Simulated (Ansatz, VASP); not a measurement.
## Ag: VASP beside Ansatz

INCAR

```
SYSTEM = Ag
ALGO     = Normal         ! electronic algorithm
EDIFF    = 1E-6           ! SCF threshold, eV
ENCUT    = 520            ! plane-wave cutoff, eV
GGA      = PE             ! functional
ISIF     = 2              ! what is computed and relaxed
ISMEAR   = -1             ! smearing method
LASPH    = .True.         ! aspherical terms in the spheres
LCHARG   = .False.        ! write CHGCAR
LREAL    = .False.        ! projectors in reciprocal space
LWAVE    = .False.        ! write WAVECAR
NBANDS   = 30             ! bands
NELM     = 60             ! most SCF steps
PREC     = Accurate       ! precision mode
SIGMA    = 0.08           ! smearing width, eV
```

The input KPOINTS:

```
k-points
0
Gamma
  14 14 4
  0 0 0
```

POSCAR

```
Ag
1.0
    2.8668278625      0.0000000000      0.0000000000
   -1.4334139312      2.4827457572      0.0000000000
    0.0000000000      0.0000000000      9.9328838838
Ag
4
Direct
    0.3333333333      0.6666666667      0.2500000000
    0.6666666667      0.3333333333      0.7500000000
    0.0000000000      0.0000000000      0.0000000000
    0.0000000000      0.0000000000      0.5000000000
```

Input for Ansatz:

```yaml
crystal:
  lattice:
    - [2.8668278625, 0.0, 0.0]
    - [-1.4334139312, 2.4827457572, 0.0]
    - [0.0, 0.0, 9.9328838838]
  atoms:
    - { symbol: Ag, position: [0.3333333333, 0.6666666667, 0.25] }
    - { symbol: Ag, position: [0.6666666667, 0.3333333333, 0.75] }
    - { symbol: Ag, position: [0.0, 0.0, 0.0] }
    - { symbol: Ag, position: [0.0, 0.0, 0.5] }
kpoints:
  mp_grid: { grid: [14, 14, 4] }
  band_path:
    path:
      - [0.0, 0.0, 0.0]
      - [0.5, 0.0, 0.0]
      - [0.3333333333, 0.3333333333, 0.0]
      - [0.0, 0.0, 0.0]
      - [0.0, 0.0, 0.5]
      - [0.5, 0.0, 0.5]
      - [0.3333333333, 0.3333333333, 0.5]
      - [0.0, 0.0, 0.5]
      - [0.5, 0.0, 0.5]
    npoints: 5
scf:
  occupations: { method: fermi_dirac, width: 0.08 }
hamiltonian:
  xc: pbe
  pseudopotentials: { kind: all_electron, lapw: { basis_error: 0.0005 } }
output:
  forces: true
  stress: true
  eigenvalues: true
```

Change from the starting cell: volume scaled by 0.98.

Alike in both runs: task single point; functional PBE; k mesh 14 × 14 × 4; occupations fermi-dirac, width 0.08 eV; no spin polarisation.

```csv
,VASP,Ansatz
version,VASP 6.6.1,Ansatz 0.2.0
potentials or method,"VASP PAW PBE potentials, release 64 (Ag), cutoff 520 eV","all-electron LAPW, scalar-relativistic"
```

|  | VASP | Ansatz | Ansatz less VASP |
| --- | --- | --- | --- |
| pressure (GPa) | 1.4 | 1.5 | +0.11 |
| traceless stress, the component that is largest in VASP (GPa) | -3.64 | -3.66 | -0.017 |

Ansatz ran all-electron here, and VASP with PAW potentials.
